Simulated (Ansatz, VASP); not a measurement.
HfN in VASP and in Ansatz

```
CELL_PARAMETERS angstrom
0.00000 2.23411 2.23411
2.23411 0.00000 2.23411
2.23411 2.23411 0.00000
ATOMIC_POSITIONS crystal
Hf 0.00000 0.00000 0.00000
N 0.50000 0.50000 0.50000
```

Alike in both runs: functional LDA; k mesh 16 × 16 × 16; occupations gaussian, width 0.1 eV; no spin polarisation.

Ansatz relaxed the structure, and its values are those at the end. VASP's run is a single point on that final structure, the one shown.

|  | VASP | Ansatz |
| --- | --- | --- |
| version | VASP 6.6.1 | Ansatz 0.2.0 |
| potentials or method | VASP PAW LDA potentials, release 64 (Hf_pv, N), cutoff 520 eV | scalar-relativistic, plane waves, PAW |
| valence electrons in the cell | 15 | 31 |

VASP gave:

| Item | Value |
| --- | --- |
| gap on the k mesh at the Fermi level (eV) | none |
| pressure (GPa) | -1.3 |

Q: What did Ansatz give for the same quantities?

A: gap on the k mesh at the Fermi level (eV): none; pressure (GPa): 0.0.

Ansatz warns that its potentials were made for another functional, while VASP's fit it. LDA's correlation is that of Perdew and Zunger in VASP and of Perdew and Wang (1992) in Ansatz. A gap of «none» marks a metal or a gap that the smearing closes. VASP's potentials hold 15 valence electrons a cell and Ansatz's 31, so a difference there can come from the potentials and not from the codes.

Neither program's run includes spin-orbit coupling.
